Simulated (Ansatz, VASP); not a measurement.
One calculation of Ti, two programs

```
Ti
1.0
     2.90041    0.00000    0.00000
    -1.45020    2.51183    0.00000
     0.00000    0.00000    4.59118
Ti
2
Direct
  0.33333 0.66667 0.25000
  0.66667 0.33333 0.75000
```

Alike in both runs: task single point; functional PBEsol; k mesh 20 × 20 × 11; occupations fermi-dirac, width 0.05 eV; no spin polarisation.

|  | VASP | Ansatz |
| --- | --- | --- |
| version | VASP 6.6.1 | Ansatz 0.2.0 |
| potentials or method | VASP PAW PBE potentials, release 64 (Ti_sv), cutoff 500 eV | all-electron LAPW, scalar-relativistic |

|  | VASP | Ansatz | Ansatz less VASP |
| --- | --- | --- | --- |
| pressure (GPa) | -0.3 | 0.0 | +0.29 |

VASP's potentials were made for PBE, not for PBEsol. Ansatz ran all-electron here, and VASP with PAW potentials.
